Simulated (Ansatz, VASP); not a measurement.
NaH: VASP beside Ansatz

Contents of INCAR:

```
  PREC = Accurate
  ENCUT = 520
  EDIFF = 1E-7
  ISMEAR = -1
  SIGMA = 0.03
  LREAL = F
  LASPH = T
  NELM = 60
  ALGO = Normal
  ISIF = 2
  LWAVE = F
  LCHARG = F
  GGA = PE
  NBANDS = 11
```

KPOINTS

```
regular mesh
0
Gamma
  9 9 9
```

The input POSCAR:

```
NaH
1.0
    0.0000000000      2.4236236676      2.4236236676
    2.4236236676      0.0000000000      2.4236236676
    2.4236236676      2.4236236676      0.0000000000
Na H
1 1
Direct
    0.0000000000      0.0000000000      0.0000000000
    0.5000000000      0.5000000000      0.5000000000
```

Input for Ansatz:

```yaml
crystal:
  lattice:
    - [0.0, 2.4236236676, 2.4236236676]
    - [2.4236236676, 0.0, 2.4236236676]
    - [2.4236236676, 2.4236236676, 0.0]
  atoms:
    - { symbol: Na, position: [0.0, 0.0, 0.0] }
    - { symbol: H, position: [0.5, 0.5, 0.5] }
kpoints:
  mp_grid: { grid: [9, 9, 9] }
scf:
  occupations: { method: fermi_dirac, width: 0.03 }
hamiltonian:
  xc: pbe
  pseudopotentials: { kind: all_electron, lapw: { basis_error: 0.001 } }
output:
  forces: true
  stress: true
  eigenvalues: true
```

Change from the starting cell: volume scaled by 0.98.

Alike in both runs: task single point; functional PBE; k mesh 9 × 9 × 9; occupations fermi-dirac, width 0.03 eV; no spin polarisation.

```csv
,VASP,Ansatz
version,VASP 6.6.1,Ansatz 0.2.0
potentials or method,"VASP PAW PBE potentials, release 64 (Na_pv, H), cutoff 520 eV","all-electron LAPW, scalar-relativistic"
```

```csv
,VASP,Ansatz,Ansatz less VASP
gap on the k mesh at the Fermi level (eV),4.05,4.05,+0.002
pressure (GPa),-0.2,-0.2,+0.05
```

Ansatz ran all-electron here, and VASP with PAW potentials.
